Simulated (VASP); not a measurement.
# Rb (Fddd) in VASP: single point with PBE

Aim: the single point of Rb with PBE.

All numbers are computed with VASP 6.6.1; they aren't measurements. Logs are shortened: lines on timing, memory, paths and dates and some standing lists are left out, and cuts for length are marked.

## 1. The cell of the first run

Symmetry: Fddd, No. 70, orthorhombic system. Conventional cell: a = 4.802 Å, b = 17.347 Å, c = 17.364 Å, α = 90.00°, β = 90.00°, γ = 90.00°.

## 2. Single point, PBE

Input file INCAR:

```
SYSTEM = Rb
  ALGO = Fast
  EDIFF = 1E-6
  ENCUT = 520
  GGA = PE
  ISIF = 2
  ISMEAR = 0
  LASPH = .TRUE.
  LCHARG = .TRUE.
  LELF = .TRUE.
  LREAL = .FALSE.
  LVHAR = .TRUE.
  LWAVE = .FALSE.
  NBANDS = 26
  NELM = 80
  PREC = Accurate
  SIGMA = 0.05
```

Input file KPOINTS:

```
k-points
0
G
  8 8 8
  0 0 0
```

Input file POSCAR:

```
Rb
1.0
    4.8022471782      0.0000000000      0.0000000000
    2.4011235891      8.6736372541      0.0000000000
    2.4011235891      0.0000000000      8.6820780635
Rb
4
Direct
    0.8700192500      0.2599615000      0.0000000000
    0.8799807500      0.2400385000      0.5000000000
    0.1299807500      0.7400385000      0.0000000000
    0.6200192500      0.7599615000      0.5000000000
```

Potentials or basis: VASP PAW PBE potentials, release 64 (Rb_sv).

On the command line:

```sh
$ cat potpaw_PBE.64/Rb_sv/POTCAR > POTCAR
$ mpirun -np 1 vasp_std > vasp.out
```

OUTCAR:

```text
SYSTEM = Rb
   EDIFF = 1E-6
   ENCUT = 520
   GGA = PE
   ISIF = 2
   ISMEAR = 0
   LASPH = .TRUE.
   LREAL = .FALSE.
   NELM = 80
   PREC = Accurate

 ion  position               nearest neighbor table
   1  0.870  0.260  0.000-   2 4.51   2 4.51   3 4.51   3 4.81   3 4.81   2 5.64   2 5.64
   2  0.880  0.240  0.500-   1 4.51   1 4.51   4 4.51   4 4.81   4 4.81   1 5.64   1 5.64
   3  0.130  0.740  0.000-   4 4.51   4 4.51   1 4.51   1 4.81   1 4.81   4 5.64   4 5.64
   4  0.620  0.760  0.500-   3 4.51   3 4.51   2 4.51   2 4.81   2 4.81   3 5.64   3 5.64

  LATTYP: Found a face centered orthorhombic cell.
 ALAT       =     4.8022471782
 B/A-ratio  =     3.6123243691
 C/A-ratio  =     3.6158397272

  Lattice vectors:

 A1 = (   0.0000000000,   8.6736372541,   8.6820780635)
 A2 = (   2.4011235891,   0.0000000000,   8.6820780635)
 A3 = (   2.4011235891,   8.6736372541,   0.0000000000)

Analysis of symmetry for initial positions (statically):
=====================================================================
 Subroutine PRICEL returns:
 Original cell was already a primitive cell.

 Routine SETGRP: Setting up the symmetry group for a
 face centered orthorhombic supercell.

 Subroutine GETGRP returns: Found  8 space group operations
 (whereof  4 operations were pure point group operations)
 out of a pool of  8 trial point group operations.

The static configuration has the point symmetry D_2 .
 The point group associated with its full space group is D_2h.

Analysis of symmetry for dynamics (positions and initial velocities):
=====================================================================
 Subroutine PRICEL returns:
 Original cell was already a primitive cell.

 Routine SETGRP: Setting up the symmetry group for a
 face centered orthorhombic supercell.

 Subroutine GETGRP returns: Found  8 space group operations
 (whereof  4 operations were pure point group operations)
 out of a pool of  8 trial point group operations.

The dynamic configuration has the point symmetry D_2 .
 The point group associated with its full space group is D_2h.

 Subroutine INISYM returns: Found  8 space group operations
 (whereof  4 operations are pure point group operations),
 and found     1 'primitive' translations

----------------------------------------------------------------------------------------

                                     Primitive cell

  volume of cell :     361.6342

  direct lattice vectors                    reciprocal lattice vectors
     4.802247178  0.000000000  0.000000000     0.208235845 -0.057645943 -0.057589899
     2.401123589  8.673637254  0.000000000     0.000000000  0.115291886  0.000000000
     2.401123589  0.000000000  8.682078064     0.000000000  0.000000000  0.115179798

  length of vectors
     4.802247178  8.999854316  9.007989453     0.223610864  0.115291886  0.115179798

  position of ions in fractional coordinates (direct lattice)
     0.870019250  0.259961500  0.000000000
     0.879980750  0.240038500  0.500000000
     0.129980750  0.740038500  0.000000000
     0.620019250  0.759961500  0.500000000

  ion indices of the primitive-cell ions
   primitive index   ion index
                 1           1
                 2           2
                 3           3
                 4           4

----------------------------------------------------------------------------------------

 KPOINTS: k-points

Automatic generation of k-mesh.
 Grid dimensions read from file:
 generate k-points for:    8    8    8

 Generating k-lattice:

  Cartesian coordinates                     Fractional coordinates (reciprocal lattice)
     0.026029481 -0.007205743 -0.007198737     0.125000000  0.000000000  0.000000000
     0.000000000  0.014411486  0.000000000     0.000000000  0.125000000  0.000000000
     0.000000000  0.000000000  0.014397475     0.000000000  0.000000000  0.125000000

  Length of vectors
     0.027951358  0.014411486  0.014397475

  Shift w.r.t. Gamma in fractional coordinates (k-lattice)
     0.000000000  0.000000000  0.000000000

 Subroutine IBZKPT returns following result:
 ===========================================

 Found     95 irreducible k-points:

 Following reciprocal coordinates:
            Coordinates               Weight
  0.000000  0.000000  0.000000      1.000000
  0.125000  0.000000  0.000000      8.000000
  0.250000  0.000000  0.000000      8.000000
  0.375000  0.000000 -0.000000      8.000000
  0.500000  0.000000  0.000000      4.000000
  0.000000  0.125000  0.000000      2.000000
[... 16 lines left out ...]
  0.250000  0.000000  0.125000      4.000000
  0.375000  0.000000  0.125000      8.000000
 [... further k-points ...]
   k-points           NKPTS =     95   k-points in BZ     NKDIM =     95   number of bands    NBANDS=     26
   number of dos      NEDOS =    301   number of ions     NIONS =      4
   total plane-waves  NPLWV = 176400
   dimension x,y,z NGX =    36 NGY =   70 NGZ =   70
   dimension x,y,z NGXF=    72 NGYF=  140 NGZF=  140
   ions per type =               4
   NGX,Y,Z   is equivalent  to a cutoff of  12.46, 12.93, 12.92 a.u.
   NGXF,Y,Z  is equivalent  to a cutoff of  24.93, 25.86, 25.84 a.u.
 SYSTEM =  Rb
   PREC   = accura    normal or accurate (medium, high low for compatibility)
   ISTART =      0    job   : 0-new  1-cont  2-samecut
   ICHARG =      2    charge: 1-file 2-atom 10-const
   ISPIN  =      1    spin polarized calculation?
   LNONCOLLINEAR =      F non collinear calculations
   LSORBIT =      F    spin-orbit coupling
   LASPH  =      T    aspherical Exc in radial PAW
   ENCUT  =  520.0 eV  38.22 Ry    6.18 a.u.   8.93 16.73 16.75*2*pi/ulx,y,z
   NELM   =     80;   NELMIN=  2; NELMDL= -5     # of ELM steps
   EDIFF  = 0.1E-05   stopping-criterion for ELM
   LREAL  =      F    real-space projection
   EDIFFG = 0.1E-04   stopping-criterion for IOM
   NSW    =      0    number of steps for IOM
   IBRION =     -1    ionic relax: 0-MD 1-quasi-New 2-CG
   NFREE  =      0    steps in history (QN), initial steepest desc. (CG)
   ISIF   =      2    stress and relaxation
   ISYM   =      2    0-nonsym 1-usesym 2-fastsym
   POTIM  = 0.5000    time-step for ionic-motion
   TEBEG  =    0.0;   TEEND  =   0.0 temperature during run
   PSTRESS=    0.0 pullay stress
   NELECT =      36.0000    total number of electrons
   NUPDOWN=      -1.0000    fix difference up-down
   EMIN   =  10.00;   EMAX   =-10.00  energy-range for DOS
   EFERMI =   0.00;   METHOD = LEGACY
   ISMEAR =     0;   SIGMA  =   0.05  broadening in eV -4-tet -1-fermi 0-gaus
   EFERMI_NEDOS =   21; number of points for ismear=-14 and -15
   IALGO  =     68    algorithm
   IMIX   =      4    mixing-type and parameters
     AMIX     =   0.40;   BMIX     =  1.00
     AMIX_MAG =   1.60;   BMIX_MAG =  1.00
  volume/ion in A,a.u.               =      90.41       610.11
  Fermi-wavevector in a.u.,A,eV,Ry     =   0.758728  1.433787  7.832432  0.575667
  Thomas-Fermi vector in A             =   1.857363
   LORBIT       =      0    0 simple, 1 ext, 2 COOP (PROOUT), +10 PAW based schemes
   GGA     = PE    functional components
   LHFCALC =     F    Hartree Fock is set to
   AEXX    =    0.0000 exact exchange contribution
   IVDW    =     0    specifies the selected vdW correction
   LEPSILON=     F    determine dielectric tensor
   LRPA    =     F    only Hartree local field effects (RPA)
 non-spin polarized calculation
 RMM-DIIS sequential band-by-band and
 Gauss-broadening in eV      SIGMA  =   0.05
  energy-cutoff  :      520.00
  volume of cell :      361.63
 maximum number of plane-waves:      9780
   NGX = 17   NGY = 33   NGZ = 33

 number of electron      36.0000000 magnetization

 Free energy of the ion-electron system (eV)
  ---------------------------------------------------
  ext. energy  EPLUGINS =         0.00000000
  ---------------------------------------------------
  free energy    TOTEN  =        -3.50886018 eV

  energy without entropy =       -3.50453896  energy(sigma->0) =       -3.50669957

 E-fermi :   0.0459     XC(G=0):  -5.4738

 val. band max:        0.0349284254   @ k =   0.1250   0.0000   0.0000
 cond. band min:       0.0484893139   @ k =   0.0000   0.1250   0.0000
 fundamental gap:      0.0135608885
 Fermi energy:         0.0458545360

 k-point     1 :       0.0000    0.0000    0.0000
  band No.  band energies     occupation
      1     -28.9472      2.00000
      2     -28.9416      2.00000
      3     -28.9409      2.00000
      4     -28.9355      2.00000
      5     -13.1226      2.00000
      6     -13.1095      2.00000
[... 18 lines left out ...]
     25       2.5517      0.00000
     26       2.7106      0.00000

 k-point     2 :       0.1250    0.0000    0.0000
  band No.  band energies     occupation
      1     -28.9466      2.00000
      2     -28.9413      2.00000
      3     -28.9405      2.00000
      4     -28.9354      2.00000
      5     -13.1185      2.00000
      6     -13.1056      2.00000
[... 18 lines left out ...]
     25       2.5407      0.00000
     26       2.7532      0.00000

 k-point     3 :       0.2500    0.0000    0.0000
  band No.  band energies     occupation
      1     -28.9449      2.00000
      2     -28.9404      2.00000
      3     -28.9396      2.00000
      4     -28.9352      2.00000
      5     -13.1121      2.00000
      6     -13.0958      2.00000
[... 18 lines left out ...]
     25       2.1628      0.00000
     26       2.4230      0.00000

 k-point     4 :       0.3750    0.0000   -0.0000
  band No.  band energies     occupation
      1     -28.9431      2.00000
      2     -28.9396      2.00000
      3     -28.9386      2.00000
      4     -28.9352      2.00000
      5     -13.1125      2.00000
      6     -13.0859      2.00000
[... 18 lines left out ...]
     25       1.8055      0.00000
     26       2.3188      0.00000

 k-point     5 :       0.5000    0.0000    0.0000
  band No.  band energies     occupation
      1     -28.9423      2.00000
      2     -28.9394      2.00000
      3     -28.9381      2.00000
      4     -28.9353      2.00000
      5     -13.1148      2.00000
      6     -13.0859      2.00000
[... 18 lines left out ...]
     25       2.2458      0.00000
     26       2.3098      0.00000

 k-point     6 :       0.0000    0.1250    0.0000
  band No.  band energies     occupation
      1     -28.9470      2.00000
      2     -28.9418      2.00000
      3     -28.9407      2.00000
      4     -28.9357      2.00000
      5     -13.1218      2.00000
      6     -13.1045      2.00000
[... 427 lines left out ...]
 k-point    21 :       0.0000    0.5000    0.0000
  band No.  band energies     occupation
      1     -28.9444      2.00000
      2     -28.9444      2.00000
      3     -28.9382      2.00000
      4     -28.9382      2.00000
      5     -13.1125      2.00000
      6     -13.1125      2.00000
[... 18 lines left out ...]
     25       2.7265      0.00000
     26       2.7270      0.00000

 k-point    22 :       0.0000    0.0000    0.1250
  band No.  band energies     occupation
      1     -28.9470      2.00000
      2     -28.9414      2.00000
      3     -28.9411      2.00000
      4     -28.9357      2.00000
      5     -13.1171      2.00000
      6     -13.1085      2.00000
[... 18 lines left out ...]
     25       2.6269      0.00000
     26       2.7044      0.00000

 k-point    23 :       0.2500    0.0000    0.1250
  band No.  band energies     occupation
      1     -28.9451      2.00000
      2     -28.9406      2.00000
      3     -28.9393      2.00000
      4     -28.9350      2.00000
      5     -13.1122      2.00000
      6     -13.1011      2.00000
[... 18 lines left out ...]
     25       2.2217      0.00000
     26       2.4312      0.00000

 k-point    24 :       0.3750    0.0000    0.1250
  band No.  band energies     occupation
      1     -28.9433      2.00000
      2     -28.9400      2.00000
      3     -28.9382      2.00000
      4     -28.9350      2.00000
      5     -13.1084      2.00000
      6     -13.0954      2.00000
[... 18 lines left out ...]
     25       1.7035      0.00000
     26       2.2187      0.00000

 [... further k-points ...]

------------------------ aborting loop because EDIFF is reached ----------------------------------------

  FORCE on cell =-STRESS in cart. coord.  units (eV):
  Direction    XX          YY          ZZ          XY          YZ          ZX
  --------------------------------------------------------------------------------------
  -------------------------------------------------------------------------------------
  Total        0.3171492      0.3052063      0.3654074      0.0000000      0.0000000      0.0000000
  in kB        1.4050920      1.3521804      1.6188943      0.0000000      0.0000000      0.0000000
  external PRESSURE =       1.4587222 kB  Pullay stress =       0.0000000 kB

 VOLUME and BASIS-vectors are now :
 -----------------------------------------------------------------------------
  energy-cutoff  :      520.00
  volume of cell :      361.63
      direct lattice vectors                 reciprocal lattice vectors
     4.802247178  0.000000000  0.000000000     0.208235845 -0.057645943 -0.057589899
     2.401123589  8.673637254  0.000000000     0.000000000  0.115291886  0.000000000
     2.401123589  0.000000000  8.682078064     0.000000000  0.000000000  0.115179798

 POSITION                                       TOTAL-FORCE (eV/Angst)
 -----------------------------------------------------------------------------------
      4.80225      2.25481      0.00000         0.000000      0.006547      0.000000
      6.00281      2.08201      4.34104        -0.000000     -0.006547      0.000000
      2.40112      6.41883      0.00000        -0.000000     -0.006547      0.000000
      6.00281      6.59163      4.34104         0.000000      0.006547      0.000000
 -----------------------------------------------------------------------------------
    total drift:                               -0.000000      0.000000     -0.000000

  FREE ENERGIE OF THE ION-ELECTRON SYSTEM (eV)
  ---------------------------------------------------
  free  energy   TOTEN  =        -3.5088601764 eV

  energy  without entropy=       -3.5045389612  energy(sigma->0) =       -3.50669957
```

Run time: 12 min. Hardware: 1 thread of AMD EPYC 9R45 (Zen 5), shared host; peak memory 0.82 GiB.

What came out:

```
Free energy            : -3.5089 eV
Pressure               : 0.1 GPa
Largest force          : 0.007 eV/Å
Band gap on the k mesh : zero (bands 18 and 19 overlap by 1.46 eV)
```

Forces on the atoms (eV/Å):
```
Rb   0.000  0.007  0.000
Rb   0.000 -0.007  0.000
Rb   0.000 -0.007  0.000
Rb   0.000  0.007  0.000
```
